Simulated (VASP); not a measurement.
# CaAl6C (R-3) in VASP: a series of runs

CaAl6C is run at these levels: PBE; tasks: single point, relaxation of cell and atoms.

Program: VASP 6.6.1. These are calculated values, not measurements. Logs are shortened: lines on timing, memory, paths and dates and some standing lists are left out, and cuts for length are marked.

## 1. The cell of the first run

Symmetry: R-3, No. 148, trigonal system. The conventional cell has a = 7.921 Å, b = 7.921 Å, c = 7.698 Å, α = 90.00°, β = 90.00°, γ = 120.00°. Ca (site symmetry -3) has 12 Al at 3.04 to 3.27 Å and 2 C at 3.85 Å within 4.0 Å. Within 2.8 Å of Al (site symmetry 1) lie 1 C at 2.10 Å and 1 Al at 2.70 Å. Within 2.8 Å of C (site symmetry -3) lie 6 Al at 2.10 Å.

## 2. Single point, PBE

Contents of INCAR:

```
ALGO = Normal
EDIFF = 1E-6
ENCUT = 520
GGA = PE
ISIF = 2
ISMEAR = 0
LASPH = True
LCHARG = True
LELF = True
LREAL = False
LVHAR = True
LWAVE = False
NBANDS = 26
NELM = 100
PREC = Accurate
SIGMA = 0.1
```

Contents of KPOINTS:

```
k-points
0
Gamma
  3 3 3
```

Contents of POSCAR:

```
CaAl6C
1.0
    3.9606696618      2.2866936954      2.5658867307
   -3.9606696618      2.2866936954      2.5658867307
    0.0000000000     -4.5733873908      2.5658867306
Ca Al C
1 6 1
Direct
    0.0000000000      0.0000000000      0.0000000000
    0.8547624706      0.6697906472      0.4065372873
    0.6697906472      0.4065372873      0.8547624706
    0.4065372873      0.8547624706      0.6697906472
    0.1452375294      0.3302093528      0.5934627127
    0.3302093528      0.5934627127      0.1452375294
    0.5934627127      0.1452375294      0.3302093528
    0.5000000000      0.5000000000      0.5000000000
```

Potentials or basis: VASP PAW PBE potentials, release 64 (Ca_sv, Al, C).

The run is started by

```
cat potpaw_PBE.64/Ca_sv/POTCAR potpaw_PBE.64/Al/POTCAR potpaw_PBE.64/C/POTCAR > POTCAR
mpirun -np 1 vasp_std > vasp.out
```

OUTCAR:

```text
EDIFF = 1E-6
   ENCUT = 520
   GGA = PE
   ISIF = 2
   ISMEAR = 0
   LASPH = True
   LREAL = False
   NELM = 100
   PREC = Accurate

 ion  position               nearest neighbor table
   1  0.000  0.000  0.000-   2 3.04   5 3.04   4 3.04   7 3.04   6 3.04   3 3.04
   2  0.855  0.670  0.407-   8 2.10   5 2.70   6 2.84   7 2.84   3 2.99   4 2.99   1 3.04   6 3.06
                             7 3.06   3 3.09   4 3.09
   3  0.670  0.407  0.855-   8 2.10   6 2.70   7 2.84   5 2.84   2 2.99   4 2.99   1 3.04   7 3.06
                             5 3.06   2 3.09   4 3.09
   4  0.407  0.855  0.670-   8 2.10   7 2.70   6 2.84   5 2.84   2 2.99   3 2.99   1 3.04   6 3.06
                             5 3.06   2 3.09   3 3.09
   5  0.145  0.330  0.593-   8 2.10   2 2.70   3 2.84   4 2.84   6 2.99   7 2.99   1 3.04   3 3.06
                             4 3.06   6 3.09   7 3.09
   6  0.330  0.593  0.145-   8 2.10   3 2.70   4 2.84   2 2.84   5 2.99   7 2.99   1 3.04   4 3.06
                             2 3.06   5 3.09   7 3.09
   7  0.593  0.145  0.330-   8 2.10   4 2.70   3 2.84   2 2.84   5 2.99   6 2.99   1 3.04   3 3.06
                             2 3.06   5 3.09   6 3.09
   8  0.500  0.500  0.500-   3 2.10   6 2.10   4 2.10   7 2.10   2 2.10   5 2.10

  LATTYP: Found a trigonal (rhomboedric) cell.
 ALAT       =     5.2440105779
 COS(alpha) =    -0.1408804050

  Lattice vectors:

 A1 = (   3.9606696618,   2.2866936954,   2.5658867307)
 A2 = (  -3.9606696618,   2.2866936954,   2.5658867307)
 A3 = (   0.0000000000,  -4.5733873908,   2.5658867306)

Analysis of symmetry for initial positions (statically):
=====================================================================
 Subroutine PRICEL returns:
 Original cell was already a primitive cell.

 Routine SETGRP: Setting up the symmetry group for a
 trigonal (rhombohedral) supercell.

 Subroutine GETGRP returns: Found  6 space group operations
 (whereof  6 operations were pure point group operations)
 out of a pool of 12 trial point group operations.

The static configuration has the point symmetry S_6 .

Analysis of symmetry for dynamics (positions and initial velocities):
=====================================================================
 Subroutine PRICEL returns:
 Original cell was already a primitive cell.

 Routine SETGRP: Setting up the symmetry group for a
 trigonal (rhombohedral) supercell.

 Subroutine GETGRP returns: Found  6 space group operations
 (whereof  6 operations were pure point group operations)
 out of a pool of 12 trial point group operations.

The dynamic configuration has the point symmetry S_6 .

 Subroutine INISYM returns: Found  6 space group operations
 (whereof  6 operations are pure point group operations),
 and found     1 'primitive' translations

----------------------------------------------------------------------------------------

                                     Primitive cell

  volume of cell :     139.4329

  direct lattice vectors                    reciprocal lattice vectors
     3.960669662  2.286693695  2.565886731     0.126241278  0.072885436  0.129909606
    -3.960669662  2.286693695  2.565886731    -0.126241278  0.072885436  0.129909606
     0.000000000 -4.573387391  2.565886731     0.000000000 -0.145770872  0.129909606

  length of vectors
     5.244010578  5.244010578  5.244010578     0.195257913  0.195257913  0.195257913

  position of ions in fractional coordinates (direct lattice)
     0.000000000  0.000000000  0.000000000
     0.854762471  0.669790647  0.406537287
     0.669790647  0.406537287  0.854762471
     0.406537287  0.854762471  0.669790647
     0.145237529  0.330209353  0.593462713
     0.330209353  0.593462713  0.145237529
     0.593462713  0.145237529  0.330209353
     0.500000000  0.500000000  0.500000000

  ion indices of the primitive-cell ions
   primitive index   ion index
                 1           1
                 2           2
                 3           3
                 4           4
                 5           5
                 6           6
                 7           7
                 8           8

----------------------------------------------------------------------------------------

 KPOINTS: k-points

Automatic generation of k-mesh.
 Grid dimensions read from file:
 generate k-points for:    3    3    3

 Generating k-lattice:

  Cartesian coordinates                     Fractional coordinates (reciprocal lattice)
     0.042080426  0.024295145  0.043303202     0.333333333  0.000000000  0.000000000
    -0.042080426  0.024295145  0.043303202     0.000000000  0.333333333  0.000000000
     0.000000000 -0.048590291  0.043303202     0.000000000  0.000000000  0.333333333

  Length of vectors
     0.065085971  0.065085971  0.065085971

  Shift w.r.t. Gamma in fractional coordinates (k-lattice)
     0.000000000  0.000000000  0.000000000

 Subroutine IBZKPT returns following result:
 ===========================================

[... 52 lines left out ...]
   LORBIT       =      0    0 simple, 1 ext, 2 COOP (PROOUT), +10 PAW based schemes
   GGA     = PE    functional components
   LHFCALC =     F    Hartree Fock is set to
   AEXX    =    0.0000 exact exchange contribution
   IVDW    =     0    specifies the selected vdW correction
   LEPSILON=     F    determine dielectric tensor
   LRPA    =     F    only Hartree local field effects (RPA)
 non-spin polarized calculation
 Gauss-broadening in eV      SIGMA  =   0.10
  energy-cutoff  :      520.00
  volume of cell :      139.43
 maximum number of plane-waves:      3761
   NGX = 19   NGY = 19   NGZ = 19

 number of electron      32.0000003 magnetization

 Free energy of the ion-electron system (eV)
  ---------------------------------------------------
  ext. energy  EPLUGINS =         0.00000000
  ---------------------------------------------------
  free energy    TOTEN  =       -33.27872571 eV

  energy without entropy =      -33.26203602  energy(sigma->0) =      -33.27038086

 E-fermi :   6.4146     XC(G=0):  -9.9082

 val. band max:        6.4104648254   @ k =   0.3333   0.3333   0.0000
 cond. band min:       6.4268723414   @ k =   0.3333   0.3333   0.3333
 fundamental gap:      0.0164075160
 Fermi energy:         6.4146210165

 k-point     1 :       0.0000    0.0000    0.0000
  band No.  band energies     occupation
      1     -34.0356      2.00000
      2     -15.1455      2.00000
      3     -15.1258      2.00000
      4     -15.1258      2.00000
      5      -6.4310      2.00000
      6      -0.7368      2.00000
[... 18 lines left out ...]
     25       9.7712      0.00000
     26      11.8836      0.00000

 k-point     2 :       0.3333    0.0000    0.0000
  band No.  band energies     occupation
      1     -34.0355      2.00000
      2     -15.1469      2.00000
      3     -15.1292      2.00000
      4     -15.1254      2.00000
      5      -6.2850      2.00000
      6      -1.6389      2.00000
[... 18 lines left out ...]
     25      11.1788      0.00000
     26      11.5504      0.00000

 k-point     3 :       0.3333    0.3333    0.0000
  band No.  band energies     occupation
      1     -34.0355      2.00000
      2     -15.1476      2.00000
      3     -15.1311      2.00000
      4     -15.1267      2.00000
      5      -6.1611      2.00000
      6      -1.4416      2.00000
[... 18 lines left out ...]
     25      10.3838      0.00000
     26      10.8039      0.00000

 k-point     4 :      -0.3333    0.3333    0.0000
  band No.  band energies     occupation
      1     -34.0355      2.00000
      2     -15.1473      2.00000
      3     -15.1312      2.00000
      4     -15.1267      2.00000
      5      -6.1790      2.00000
      6      -1.6393      2.00000
[... 18 lines left out ...]
     25      10.6229      0.00000
     26      10.8778      0.00000

 k-point     5 :       0.3333    0.3333    0.3333
  band No.  band energies     occupation
      1     -34.0354      2.00000
      2     -15.1479      2.00000
      3     -15.1306      2.00000
      4     -15.1306      2.00000
      5      -6.0554      2.00000
      6      -1.2133      2.00000
[... 18 lines left out ...]
     25      10.4320      0.00000
     26      10.4320      0.00000

 k-point     6 :      -0.3333    0.3333    0.3333
  band No.  band energies     occupation
      1     -34.0354      2.00000
      2     -15.1478      2.00000
      3     -15.1306      2.00000
      4     -15.1304      2.00000
      5      -6.0697      2.00000
      6      -1.3706      2.00000
[... 18 lines left out ...]
     25      10.9172      0.00000
     26      11.2380      0.00000

------------------------ aborting loop because EDIFF is reached ----------------------------------------

  FORCE on cell =-STRESS in cart. coord.  units (eV):
  Direction    XX          YY          ZZ          XY          YZ          ZX
  --------------------------------------------------------------------------------------
  -------------------------------------------------------------------------------------
  Total        0.1133249      0.1133249     -0.1398158      0.0000000      0.0000000      0.0000000
  in kB        1.3021789      1.3021789     -1.6065765      0.0000001      0.0000000      0.0000000
  external PRESSURE =       0.3325938 kB  Pullay stress =       0.0000000 kB

 VOLUME and BASIS-vectors are now :
 -----------------------------------------------------------------------------
  energy-cutoff  :      520.00
  volume of cell :      139.43
      direct lattice vectors                 reciprocal lattice vectors
     3.960669662  2.286693695  2.565886731     0.126241278  0.072885436  0.129909606
    -3.960669662  2.286693695  2.565886731    -0.126241278  0.072885436  0.129909606
     0.000000000 -4.573387391  2.565886731     0.000000000 -0.145770872  0.129909606

 POSITION                                       TOTAL-FORCE (eV/Angst)
 -----------------------------------------------------------------------------------
      0.00000      0.00000      0.00000         0.000000      0.000000     -0.000000
      0.73261      1.62693      4.95496         0.007902      0.009265      0.009102
      1.04266     -1.44793      4.95496         0.004073     -0.011475      0.009102
     -1.77527     -0.17901      4.95496        -0.011974      0.002211      0.009102
     -0.73261     -1.62693      2.74270        -0.007902     -0.009265     -0.009102
     -1.04266      1.44793      2.74270        -0.004073      0.011475     -0.009102
      1.77527      0.17901      2.74270         0.011974     -0.002211     -0.009102
      0.00000      0.00000      3.84883        -0.000000      0.000000     -0.000000
 -----------------------------------------------------------------------------------
    total drift:                               -0.000000      0.000000      0.000000

  FREE ENERGIE OF THE ION-ELECTRON SYSTEM (eV)
  ---------------------------------------------------
  free  energy   TOTEN  =       -33.2787257134 eV

  energy  without entropy=      -33.2620360156  energy(sigma->0) =      -33.27038086
```

It took 18 s on 1 thread of Intel Xeon 6975P-C (Granite Rapids), shared host; peak memory 0.24 GiB.

What came out:

```yaml
Free_energy: -33.2787 eV
Pressure: 0.0 GPa
Largest_force: 0.015 eV/Å
Band_gap_on_the_k_mesh: zero (band 16 reaches 7.28 eV, above the bottom of band 17 at 6.18 eV)
```

Forces on the atoms (eV/Å):
```
Ca   0.000  0.000  0.000
Al   0.008  0.009  0.009
Al   0.004 -0.011  0.009
Al  -0.012  0.002  0.009
Al  -0.008 -0.009 -0.009
Al  -0.004  0.011 -0.009
Al   0.012 -0.002 -0.009
C    0.000  0.000  0.000
```

Levels at points of the mesh, in eV from the Fermi level:
| k point | band 13 | band 14 | band 15 | band 16 | band 17 | band 18 | band 19 | band 20 |
| --- | --- | --- | --- | --- | --- | --- | --- | --- |
| (0.00, 0.00, 0.00) | -1.57 | -1.24 | -1.24 | -0.70 | 0.43 | 0.83 | 0.85 | 2.19 |

Caveat: the k points lie up to 0.41 Å⁻¹ apart.

## 3. Relaxation of cell and atoms, PBE

This run uses another cell than the first one, of 16.79 Å³/atom, 0.963 times its volume.

Contents of INCAR:

```
PREC = Accurate
ENCUT = 600
EDIFF = 1E-6
ISMEAR = 0
SIGMA = 0.1
LREAL = F
LASPH = T
NELM = 60
ALGO = Normal
ISIF = 3
LWAVE = F
LCHARG = F
GGA = PE
IBRION = 2
NSW = 90
EDIFFG = -0.04
```

Contents of KPOINTS:

```
Automatic mesh
0
Gamma
  3 3 3
```

Contents of POSCAR:

```
CaAl6C
1.0
    3.8477877177      2.2215212746      2.6189182755
   -3.8477877177      2.2215212746      2.6189182755
    0.0000000000     -4.4430425493      2.6189182755
Ca Al C
1 6 1
Direct
    0.0000000000      0.0000000000      0.0000000000
    0.9222000000      0.2958000000      0.1911000000
    0.2958000000      0.1911000000      0.9222000000
    0.1911000000      0.9222000000      0.2958000000
    0.0778000000      0.7042000000      0.8089000000
    0.7042000000      0.8089000000      0.0778000000
    0.8089000000      0.0778000000      0.7042000000
    0.5000000000      0.5000000000      0.5000000000
```

Potentials or basis: VASP PAW PBE potentials, release 64 (Ca_sv, Al, C).

The run is started by

```
cat potpaw_PBE.64/Ca_sv/POTCAR potpaw_PBE.64/Al/POTCAR potpaw_PBE.64/C/POTCAR > POTCAR
mpirun -np 1 vasp_std > vasp.out
```

Run time: 5.7 min. Hardware: 1 thread of Intel Xeon 6975P-C (Granite Rapids), shared host; peak memory 0.28 GiB.

The run converged. Its results:

```
Free energy                            : -33.2793 eV
Relaxed volume                         : 17.44 Å³/atom
Relaxed cell                           : a = 5.246 Å, b = 5.246 Å, c = 5.246 Å, α = 98.16°, β = 98.16°, γ = 98.16°
Space group after relaxing (to 0.05 Å) : R-3 (No. 148)
Energy gained by relaxing              : 4153.0 meV/atom
Ionic steps                            : 25
Pressure after relaxing                : -0.1 GPa
Largest force after relaxing           : 0.019 eV/Å
Band gap on the k mesh                 : zero (band 16 reaches 7.28 eV, above the bottom of band 17 at 6.17 eV)
```

Forces in eV/Å, atoms in the order of the input:
```
Ca   0.000  0.000  0.000
Al   0.013 -0.014 -0.001
Al  -0.018 -0.004 -0.001
Al   0.006  0.018 -0.001
Al  -0.013  0.014  0.001
Al   0.018  0.004  0.001
Al  -0.006 -0.018  0.001
C    0.000  0.000  0.000
```

Stress tensor (GPa, compression positive):
```
-0.02  0.00  0.00
 0.00 -0.02  0.00
 0.00  0.00 -0.29
```

The path:
| step | energy change (eV) | largest force (eV/Å) | pressure (GPa) | volume (Å³) |
| --- | --- | --- | --- | --- |
| 1 | 0.0000 | 12.5059 | 46.41 | 134.32 |
| 2 | -21.4199 | 1.2847 | -7.08 | 252.77 |
| 3 | -21.3707 | 1.9525 | -4.87 | 221.27 |
| 4 | -21.5418 | 1.6363 | -6.00 | 233.52 |
| 5 | -23.6351 | 1.7890 | -5.49 | 204.47 |
| 6 | -26.0741 | 1.8915 | 17.07 | 131.57 |
| 7 | -26.3159 | 1.8628 | 0.85 | 158.66 |
| 8 | -26.5920 | 1.7568 | 5.60 | 147.08 |
| 9 | -28.0607 | 1.3595 | 5.74 | 147.94 |
| 10 | -29.5253 | 1.5617 | 6.99 | 149.29 |
| 11 | -30.9710 | 1.9659 | 5.85 | 151.68 |
| 12 | -31.3905 | 1.1236 | -7.07 | 174.49 |
| 13 | -31.7139 | 0.8173 | -3.04 | 164.38 |
| 14 | -32.3282 | 0.6024 | -2.41 | 156.96 |
| 15 | -33.0326 | 0.5452 | 3.00 | 136.82 |
| 16 | -33.0338 | 0.3656 | -1.89 | 142.09 |
| 17 | -33.1147 | 0.3082 | 0.32 | 139.43 |
| 18 | -33.1765 | 0.2059 | -0.46 | 140.61 |
| 19 | -33.1851 | 0.2191 | -0.82 | 141.24 |
| 20 | -33.2017 | 0.1364 | 0.92 | 138.32 |
| 21 | -33.2031 | 0.1201 | 0.52 | 138.96 |
| 22 | -33.2135 | 0.1127 | -0.01 | 139.85 |
| 23 | -33.2150 | 0.1281 | -0.29 | 140.36 |
| 24 | -33.2232 | 0.0447 | -0.17 | 139.79 |
| 25 | -33.2241 | 0.0189 | -0.11 | 139.51 |

Final structure:
```
Ca Al C
1.0
     3.96392    2.28857    2.56304
    -3.96392    2.28857    2.56304
     0.00000   -4.57715    2.56304
Ca Al C
1 6 1
Direct
  0.00000 0.00000 0.00000
  0.85496 0.67030 0.40637
  0.67030 0.40637 0.85496
  0.40637 0.85496 0.67030
  0.14504 0.32970 0.59363
  0.32970 0.59363 0.14504
  0.59363 0.14504 0.32970
  0.50000 0.50000 0.50000
```

Levels at points of the mesh, in eV from the Fermi level:
```csv
k point,band 13,band 14,band 15,band 16,band 17,band 18,band 19,band 20
"(0.00, 0.00, 0.00)",-1.56,-1.25,-1.25,-0.72,0.43,0.85,0.86,2.21
```

Caveat: the k points lie up to 0.41 Å⁻¹ apart in the final cell.

## 4. Single point, PBE

Contents of INCAR:

```
SYSTEM = CaAl6C
  PREC = Accurate
  ENCUT = 520
  EDIFF = 1E-7
  ISMEAR = 0
  SIGMA = 0.1
  LREAL = .FALSE.
  LASPH = .TRUE.
  NELM = 60
  ALGO = Normal
  ISIF = 2
  LWAVE = .FALSE.
  LCHARG = .FALSE.
  GGA = PE
  NBANDS = 26
```

Contents of KPOINTS:

```
Automatic mesh
0
G
  6 6 6
  0 0 0
```

Contents of POSCAR:

```
CaAl6C
1.0
    3.9623272171      2.2876506854      2.5637020573
   -3.9623272171      2.2876506854      2.5637020573
    0.0000000000     -4.5753013708      2.5637020573
Ca Al C
1 6 1
Direct
    0.0000000000      0.0000000000      0.0000000000
    0.8534311541      0.6662472233      0.3980414705
    0.6662472233      0.3980414705      0.8534311541
    0.3980414705      0.8534311541      0.6662472233
    0.1465688459      0.3337527767      0.6019585295
    0.3337527767      0.6019585295      0.1465688459
    0.6019585295      0.1465688459      0.3337527767
    0.5000000000      0.5000000000      0.5000000000
```

The run is started by

```
cat potpaw_PBE.64/Ca_sv/POTCAR potpaw_PBE.64/Al/POTCAR potpaw_PBE.64/C/POTCAR > POTCAR
mpirun -np 1 vasp_std > vasp.out
```

Wall time 93 s (1 thread of Intel Xeon 6975P-C (Granite Rapids), shared host); peak memory 0.32 GiB.

It converged, with:

```
Free energy            : -32.7945 eV
Pressure               : 0.0 GPa
Largest force          : 0.008 eV/Å
Band gap on the k mesh : zero (band 16 reaches 7.25 eV, above the bottom of band 17 at 6.11 eV)
```

Forces in eV/Å, atoms in the order of the input:
```
Ca   0.000  0.000  0.000
Al   0.001 -0.006 -0.005
Al  -0.006  0.002 -0.005
Al   0.005  0.004 -0.005
Al  -0.001  0.006  0.005
Al   0.006 -0.002  0.005
Al  -0.005 -0.004  0.005
C    0.000  0.000  0.000
```

Levels at points of the mesh, in eV from the Fermi level:
```
           k point  band 12  band 13  band 14  band 15  band 16  band 17  band 18  band 19  band 20  band 21
(0.00, 0.00, 0.00)    -1.71    -1.71    -1.40    -1.40    -0.90     0.43     0.78     0.80     2.07     2.07
(0.50, 0.00, 0.00)    -2.77    -2.14    -1.54    -1.19    -0.45     0.06     0.10     1.60     1.85     2.42
(0.50, 0.50, 0.00)    -2.52    -2.37    -1.13    -0.89    -0.41     0.12     1.49     1.64     1.77     2.98
(0.50, 0.50, 0.50)    -2.38    -1.90    -1.90    -0.60    -0.15     2.34     2.34     2.83     2.83     2.84
```

## 5. Summary

```csv
task,cell,k mesh,cutoff (eV),gap on the mesh (eV),pressure (GPa),largest force (eV/Å)
single point,"a = 5.244 Å, angles 98.1°, 8 atoms",3 × 3 × 3,520,none,0.0,0.02
relaxation of cell and atoms,"relaxed from a = 5.157 Å, angles 96.5°, 8 atoms",3 × 3 × 3,600,none,-0.1,0.02
single point,"a = 5.245 Å, angles 98.1°, 8 atoms",6 × 6 × 6,520,none,0.0,0.01
```

Alike in all rows: level PBE; potentials or basis VASP PAW PBE potentials, release 64 (Ca_sv, Al, C); no spin polarisation; smearing gaussian 0.1 eV.

Caveats: some runs use coarse meshes.

Absolute energies hang on the potentials; compare differences alone.
